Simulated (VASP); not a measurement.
Input of a VASP 6.6.1 run:

INCAR

```
ALGO = Normal
EDIFF = 1E-6
ENCUT = 520
GGA = PS
ISIF = 2
ISMEAR = 0
LASPH = T
LCHARG = F
LREAL = F
LWAVE = F
NBANDS = 11
NELM = 100
PREC = Accurate
SIGMA = 0.05
```

The input KPOINTS:

```
k-points
0
Gamma
  10 10 10
```

Contents of POSCAR:

```
MgO
1.0
    0.0000000000      2.1351500000      2.1351500000
    2.1351500000      0.0000000000      2.1351500000
    2.1351500000      2.1351500000      0.0000000000
Mg O
1 1
Direct
    0.0000000000      0.0000000000      0.0000000000
    0.3594946491      0.3594946491      0.5411530645
```

Potentials or basis: VASP PAW PBE potentials, release 64 (Mg, O).

Command:

```sh
$ cat potpaw_PBE.64/Mg/POTCAR potpaw_PBE.64/O/POTCAR > POTCAR
$ mpirun -np 1 vasp_std > vasp.out
```

Problem. Estimate the pressure.

Solution. 43.6 GPa.

Problem. Estimate the largest force.

Solution. 10.979 eV/Å.

Problem. Predict the band gap on the k mesh.

Solution. 4.02 eV, indirect (least direct gap 4.03 eV).

Stress tensor (GPa, compression positive):
```
 -0.61   1.56 -18.20
  1.56  -0.61 -18.20
-18.20 -18.20 131.92
```

Caveat: the cell differs from its parent crystal (atom 2 (O) moved by (-0.300, -0.600) A along [1 1 0] and z); the PAW data sets were made with another functional, which shifts forces and pressure a little. A k mesh can miss the band edges.
